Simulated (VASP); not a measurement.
Crystal: BiP.

```
CELL_PARAMETERS angstrom
3.95531 0.00000 0.00000
-1.97766 3.42540 0.00000
0.00000 0.00000 3.86019
ATOMIC_POSITIONS crystal
Bi 0.00000 0.00000 0.00000
P 0.66667 0.33333 0.50000
```

| Property | Result |
| --- | --- |
| Program | VASP 6.6.1 |
| Task | relaxation of cell and atoms |
| Functional | PBEsol |
| Potentials or basis | VASP PAW PBE potentials, release 64 (Bi_d, P) |
| Cutoff | 600 eV |
| k mesh | 10 × 10 × 10 |
| Occupations | gaussian, width 0.05 eV |
| Spin | no spin polarisation |

At the start: pressure -5.2 GPa; volume 26.15 Å³/atom.

Q: How do energy, volume and symmetry change on relaxing?

A: Over 5 steps the energy falls by 36.3 meV/atom and the volume is 24.22 Å³/atom (-7.4 %); space group P-6m2 (No. 187, to 0.1 Å) before and after.

Step by step:
```tsv
step	energy change (eV)	largest force (eV/Å)	pressure (GPa)	volume (Å³)
1	0.0000	0.0000	-5.20	52.30
2	-0.0405	0.0000	4.25	46.13
3	-0.0726	0.0000	-0.04	48.44
4	-0.0726	0.0000	0.08	48.37
5	-0.0726	0.0000	-0.04	48.44
```

Final structure:
```
Bi P
1.0
     3.87449    0.00000    0.00000
    -1.93725    3.35541    0.00000
     0.00000    0.00000    3.72620
Bi P
1 1
Direct
  0.00000 0.00000 0.00000
  0.66667 0.33333 0.50000
```

Caveat: the PAW data sets were made with another functional, which shifts forces and pressure a little.
